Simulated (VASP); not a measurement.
Here is a VASP 6.6.1 calculation.

The input INCAR:

```
SYSTEM = CdTe
ALGO     = Normal         ! electronic algorithm
EDIFF    = 1E-7           ! SCF threshold, eV
ENCUT    = 520            ! plane-wave cutoff, eV
GGA      = PE             ! functional
ISIF     = 2              ! what is computed and relaxed
ISMEAR   = 0              ! smearing method
LASPH    = .TRUE.         ! aspherical terms in the spheres
LCHARG   = .FALSE.        ! write CHGCAR
LREAL    = .FALSE.        ! projectors in reciprocal space
LWAVE    = .FALSE.        ! write WAVECAR
NBANDS   = 16             ! bands
NELM     = 60             ! most SCF steps
PREC     = Accurate       ! precision mode
SIGMA    = 0.05           ! smearing width, eV
```

KPOINTS

```
k-points
0
G
  8 8 8
  0 0 0
```

Contents of POSCAR:

```
CdTe
1.0
    0.0000000000      3.2953288313      3.0317025248
    3.2953288313      0.0000000000      3.0317025248
    3.2953288313      3.2953288313      0.0000000000
Cd Te
1 1
Direct
    0.0000000000      0.0000000000      0.0000000000
    0.7500000000      0.7500000000      0.7500000000
```

Potentials or basis: VASP PAW PBE potentials, release 64 (Cd, Te).

Command:

```console
$ cat potpaw_PBE.64/Cd/POTCAR potpaw_PBE.64/Te/POTCAR > POTCAR
$ mpirun -np 1 vasp_std > vasp.out
```

Question: Predict the pressure.

Answer: 4.2 GPa.

Question: Estimate the band gap on the k mesh.

Answer: 0.70 eV, direct.

Stress tensor (GPa, compression positive):
```
3.97 0.00 0.00
0.00 3.97 0.00
0.00 0.00 4.82
```

Caveat: spin-orbit coupling is left out, which moves the levels of the heavy elements.
